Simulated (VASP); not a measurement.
# AlRu (Pm-3m) in VASP: further runs

Aim: see how the results for AlRu move with the level of theory and the settings. Levels: PBE, LDA. Tasks: single point.

Program: VASP 6.6.1. These are calculated values, not measurements. Logs are shortened: lines on timing, memory, paths and dates and some standing lists are left out, and cuts for length are marked.

### Step 1. The cell of the first run

It takes space group Pm-3m (No. 221, cubic). Conventional cell: a = 2.992 Å, b = 2.992 Å, c = 2.992 Å, α = 90.00°, β = 90.00°, γ = 90.00°. Within 3.4 Å of Ru (site symmetry m-3m) lie 8 Al at 2.59 Å and 6 Ru at 2.99 Å. Within 3.4 Å of Al (site symmetry m-3m) lie 8 Ru at 2.59 Å and 6 Al at 2.99 Å.

### Step 2. Single point, PBE, non-collinear spin, zero start, spin-orbit coupling

Input file INCAR:

```
SYSTEM = AlRu
  PREC = Accurate
  ENCUT = 520
  EDIFF = 1E-6
  ISMEAR = -1
  SIGMA = 0.05
  LREAL = .FALSE.
  LASPH = .TRUE.
  NELM = 150
  ALGO = Normal
  ISIF = 2
  LWAVE = .FALSE.
  LCHARG = .FALSE.
  MAGMOM = 0 0 0 0 0 0
  LORBIT = 11
  LSORBIT = .TRUE.
  GGA_COMPAT = .FALSE.
  LORBMOM = .TRUE.
  LMAXMIX = 4
  GGA = PE
  NBANDS = 29
```

Input file KPOINTS:

```
Automatic mesh
0
G
  9 9 9
  0 0 0
```

Input file POSCAR:

```
AlRu
1.0
    2.9916000000      0.0000000000      0.0000000000
    0.0000000000      2.9916000000      0.0000000000
    0.0000000000      0.0000000000      2.9916000000
Ru Al
1 1
Direct
    0.5000000000      0.5000000000      0.5000000000
    0.0000000000      0.0000000000      0.0000000000
```

Potentials or basis: VASP PAW PBE potentials, release 64 (Ru_pv, Al).

Command:

```
$ cat potpaw_PBE.64/Ru_pv/POTCAR potpaw_PBE.64/Al/POTCAR > POTCAR
$ mpirun -np 1 vasp_ncl > vasp.out
```

OUTCAR:

```text
SYSTEM = AlRu
   PREC = Accurate
   ENCUT = 520
   EDIFF = 1E-6
   ISMEAR = -1
   LREAL = .FALSE.
   LASPH = .TRUE.
   NELM = 150
   ISIF = 2
   LORBIT = 11
   LSORBIT = .TRUE.
   GGA = PE

 ion  position               nearest neighbor table
   1  0.500  0.500  0.500-   2 2.59   2 2.59   2 2.59   2 2.59   2 2.59   2 2.59   2 2.59   2 2.59

   2  0.000  0.000  0.000-   1 2.59   1 2.59   1 2.59   1 2.59   1 2.59   1 2.59   1 2.59   1 2.59

  LATTYP: Found a simple cubic cell.
 ALAT       =     2.9916000000

  Lattice vectors:

 A1 = (   2.9916000000,   0.0000000000,   0.0000000000)
 A2 = (   0.0000000000,   2.9916000000,   0.0000000000)
 A3 = (   0.0000000000,   0.0000000000,   2.9916000000)

Analysis of symmetry for initial positions (statically):
=====================================================================
 Subroutine PRICEL returns:
 Original cell was already a primitive cell.

 Routine SETGRP: Setting up the symmetry group for a
 simple cubic supercell.

 Subroutine GETGRP returns: Found 48 space group operations
[... 9 lines left out ...]

 Routine SETGRP: Setting up the symmetry group for a
 simple cubic supercell.

 Subroutine GETGRP returns: Found 48 space group operations
 (whereof 48 operations were pure point group operations)
 out of a pool of 48 trial point group operations.

The dynamic configuration has the point symmetry O_h .

Analysis of structural, dynamic, and magnetic symmetry:
=====================================================================
 Subroutine PRICEL returns:
 Original cell was already a primitive cell.

 Routine SETGRP: Setting up the symmetry group for a
 simple cubic supercell.

 Subroutine GETGRP returns: Found 48 space group operations
 (whereof 48 operations were pure point group operations)
 out of a pool of 48 trial point group operations.

The overall configuration has the point symmetry O_h .

 Subroutine INISYM returns: Found 48 space group operations
[... 5 lines left out ...]
                                     Primitive cell

  volume of cell :      26.7738

  direct lattice vectors                    reciprocal lattice vectors
     2.991600000  0.000000000  0.000000000     0.334269287  0.000000000  0.000000000
     0.000000000  2.991600000  0.000000000     0.000000000  0.334269287  0.000000000
     0.000000000  0.000000000  2.991600000     0.000000000  0.000000000  0.334269287

  length of vectors
     2.991600000  2.991600000  2.991600000     0.334269287  0.334269287  0.334269287

  position of ions in fractional coordinates (direct lattice)
     0.500000000  0.500000000  0.500000000
     0.000000000  0.000000000  0.000000000

  ion indices of the primitive-cell ions
   primitive index   ion index
                 1           1
                 2           2

----------------------------------------------------------------------------------------

 KPOINTS: Automatic mesh

Automatic generation of k-mesh.
 Grid dimensions read from file:
 generate k-points for:    9    9    9

 Generating k-lattice:

  Cartesian coordinates                     Fractional coordinates (reciprocal lattice)
     0.037141032  0.000000000  0.000000000     0.111111111  0.000000000  0.000000000
     0.000000000  0.037141032  0.000000000     0.000000000  0.111111111  0.000000000
     0.000000000  0.000000000  0.037141032     0.000000000  0.000000000  0.111111111

  Length of vectors
     0.037141032  0.037141032  0.037141032

  Shift w.r.t. Gamma in fractional coordinates (k-lattice)
     0.000000000  0.000000000  0.000000000

 Subroutine IBZKPT returns following result:
 ===========================================

 Found     35 irreducible k-points:

 Following reciprocal coordinates:
            Coordinates               Weight
[... 69 lines left out ...]
   LHFCALC =     F    Hartree Fock is set to
   AEXX    =    0.0000 exact exchange contribution
   IVDW    =     0    specifies the selected vdW correction
   LEPSILON=     F    determine dielectric tensor
   LRPA    =     F    only Hartree local field effects (RPA)
  energy-cutoff  :      520.00
  volume of cell :       26.77
 maximum number of plane-waves:      1478
 NGX is ok and might be reduce to    24
   NGX = 11   NGY = 11   NGZ = 11

 number of electron      17.0000000 magnetization       0.0000000      0.0000000      0.0000000

 number of electron      16.9999995 magnetization      -0.0000000      0.0000000      0.0000000

 number of electron      16.9999995 magnetization       0.0000000     -0.0000000     -0.0000000

 Free energy of the ion-electron system (eV)
  ---------------------------------------------------
  ext. energy  EPLUGINS =         0.00000000
  ---------------------------------------------------
  free energy    TOTEN  =       -14.39565835 eV

  energy without entropy =      -14.38238423  energy(sigma->0) =      -14.38902129

 E-fermi :  10.6493     XC(G=0): -12.5684

 val. band max:       10.6451371889   @ k =   0.4444   0.1111   0.1111
 cond. band min:      10.7053331296   @ k =   0.4444   0.4444   0.1111
 fundamental gap:      0.0601959407
 Fermi energy:        10.6492939694

 k-point     1 :       0.0000    0.0000    0.0000
  band No.  band energies     occupation
      1     -33.2861      1.00000
      2     -33.2861      1.00000
      3     -29.9979      1.00000
      4     -29.9979      1.00000
      5     -29.9979      1.00000
      6     -29.9979      1.00000
[... 757 lines left out ...]
     28      22.8091      0.00000
     29      23.7567      0.00000

 [... further k-points ...]
[... 5 lines left out ...]
  --------------------------------------------------------------------------------------
  -------------------------------------------------------------------------------------
  Total        0.4246345      0.4246345      0.4246345      0.0000000     -0.0000000      0.0000000
  in kB       25.4106199     25.4106199     25.4106199      0.0000000     -0.0000000      0.0000000
  external PRESSURE =      25.4106199 kB  Pullay stress =       0.0000000 kB

 VOLUME and BASIS-vectors are now :
 -----------------------------------------------------------------------------
  energy-cutoff  :      520.00
  volume of cell :       26.77
      direct lattice vectors                 reciprocal lattice vectors
     2.991600000  0.000000000  0.000000000     0.334269287  0.000000000  0.000000000
     0.000000000  2.991600000  0.000000000     0.000000000  0.334269287  0.000000000
     0.000000000  0.000000000  2.991600000     0.000000000  0.000000000  0.334269287

 POSITION                                       TOTAL-FORCE (eV/Angst)
 -----------------------------------------------------------------------------------
      1.49580      1.49580      1.49580         0.000000      0.000000      0.000000
      0.00000      0.00000      0.00000         0.000000      0.000000      0.000000
 -----------------------------------------------------------------------------------
    total drift:                                0.000000     -0.000000     -0.000000

  FREE ENERGIE OF THE ION-ELECTRON SYSTEM (eV)
  ---------------------------------------------------
  free  energy   TOTEN  =       -14.3956583453 eV

  energy  without entropy=      -14.3823842306  energy(sigma->0) =      -14.38902129

 orbital moment (x)

 # of ion     p       d       tot
 ----------------------------------------
  1         0.000  -0.000  -0.000
  2        -0.000   0.000  -0.000
 ----------------------------------------
           -0.000  -0.000  -0.000

 orbital moment (y)

 # of ion     p       d       tot
 ----------------------------------------
  1         0.000   0.000   0.000
  2         0.000   0.000   0.000
 ----------------------------------------
            0.000   0.000   0.000

 orbital moment (z)

 # of ion     p       d       tot
 ----------------------------------------
  1         0.000   0.000   0.000
  2         0.000   0.000   0.000
 ----------------------------------------
            0.000   0.000   0.000

 Spin-Orbit-Coupling matrix elements

 Ion:    1  E_soc:     -0.2686372
 l=   1
     0.0000000    -0.0370597    -0.0370597
    -0.0370597     0.0000000    -0.0370597
    -0.0370597    -0.0370597     0.0000000
 l=   2
     0.0000000    -0.0023241     0.0000000    -0.0023241    -0.0053891
    -0.0023241     0.0000000    -0.0040418    -0.0023241    -0.0013473
     0.0000000    -0.0040418     0.0000000    -0.0040418     0.0000000
    -0.0023241    -0.0023241    -0.0040418     0.0000000    -0.0013473
    -0.0053891    -0.0013473     0.0000000    -0.0013473     0.0000000
 l=   3
     0.0000000     0.0000000     0.0000000     0.0000000     0.0000000     0.0000000     0.0000000
     0.0000000     0.0000000     0.0000000     0.0000000     0.0000000     0.0000000     0.0000000
     0.0000000     0.0000000     0.0000000     0.0000000     0.0000000     0.0000000     0.0000000
     0.0000000     0.0000000     0.0000000     0.0000000     0.0000000     0.0000000     0.0000000
     0.0000000     0.0000000     0.0000000     0.0000000     0.0000000     0.0000000     0.0000000
     0.0000000     0.0000000     0.0000000     0.0000000     0.0000000     0.0000000     0.0000000
     0.0000000     0.0000000     0.0000000     0.0000000     0.0000000     0.0000000     0.0000000

 Ion:    2  E_soc:     -0.0002705
 l=   1
     0.0000000    -0.0000451    -0.0000451
    -0.0000451     0.0000000    -0.0000451
    -0.0000451    -0.0000451     0.0000000
 l=   2
     0.0000000     0.0000000     0.0000000     0.0000000     0.0000000
     0.0000000     0.0000000     0.0000000     0.0000000     0.0000000
     0.0000000     0.0000000     0.0000000     0.0000000     0.0000000
     0.0000000     0.0000000     0.0000000     0.0000000     0.0000000
     0.0000000     0.0000000     0.0000000     0.0000000     0.0000000
 l=   3
     0.0000000     0.0000000     0.0000000     0.0000000     0.0000000     0.0000000     0.0000000
     0.0000000     0.0000000     0.0000000     0.0000000     0.0000000     0.0000000     0.0000000
     0.0000000     0.0000000     0.0000000     0.0000000     0.0000000     0.0000000     0.0000000
     0.0000000     0.0000000     0.0000000     0.0000000     0.0000000     0.0000000     0.0000000
     0.0000000     0.0000000     0.0000000     0.0000000     0.0000000     0.0000000     0.0000000
     0.0000000     0.0000000     0.0000000     0.0000000     0.0000000     0.0000000     0.0000000
     0.0000000     0.0000000     0.0000000     0.0000000     0.0000000     0.0000000     0.0000000

 total charge

# of ion       s       p       d       tot
------------------------------------------
    1        0.340   6.249   6.196  12.785
    2        0.391   0.417   0.000   0.808
--------------------------------------------------
tot          0.731   6.667   6.196  13.593

 magnetization (x)

# of ion       s       p       d       tot
------------------------------------------
    1       -0.000   0.000   0.000  -0.000
    2        0.000  -0.000   0.000  -0.000
--------------------------------------------------
tot         -0.000  -0.000   0.000  -0.000

 magnetization (y)

# of ion       s       p       d       tot
------------------------------------------
    1        0.000   0.000   0.000   0.000
    2        0.000   0.000   0.000   0.000
--------------------------------------------------
tot          0.000   0.000   0.000   0.000

 magnetization (z)

# of ion       s       p       d       tot
------------------------------------------
    1       -0.000   0.000   0.000  -0.000
    2       -0.000   0.000   0.000   0.000
--------------------------------------------------
tot         -0.000   0.000   0.000  -0.000
```

It took 17 s on 1 thread of Intel Xeon 6975P-C (Granite Rapids), shared host; peak memory 0.21 GiB.

What came out:

- Free energy: -14.3957 eV
- Pressure: 2.5 GPa
- Net moment: 0.00 μB per cell
- Valence electrons inside the program's atomic spheres: Ru 12.79; Al 0.81

Moments on the atoms (μB; x, y, z):
```
Ru  0.00 0.00 0.00
Al  0.00 0.00 0.00
```

### Step 3. Single point, LDA

Input file INCAR:

```
SYSTEM = AlRu
ALGO = Normal
EDIFF = 1E-7
ENCUT = 520
ISIF = 2
ISMEAR = -1
LASPH = .True.
LCHARG = .False.
LREAL = .False.
LWAVE = .False.
NBANDS = 16
NELM = 60
PREC = Accurate
SIGMA = 0.05
```

Input file KPOINTS:

```
k-points
0
Gamma
  9 9 9
  0 0 0
```

POSCAR is that of step 2.

Potentials or basis: VASP PAW LDA potentials, release 64 (Ru_pv, Al).

Command:

```
$ cat potpaw_LDA.64/Ru_pv/POTCAR potpaw_LDA.64/Al/POTCAR > POTCAR
$ mpirun -np 1 vasp_std > vasp.out
```

It took 4.7 s on 1 thread of Intel Xeon 6975P-C, shared host; peak memory 0.13 GiB.

It converged, with:

- Free energy: -16.1655 eV
- Pressure: -7.7 GPa

Levels at points of the mesh, in eV from the Fermi level:
```csv
k point,band 7,band 8,band 9,band 10,band 11,band 12
"(0.00, 0.00, 0.00)",0.24,0.24,0.24,6.10,6.10,6.10
```

(Part 1 of 2 ends here.)
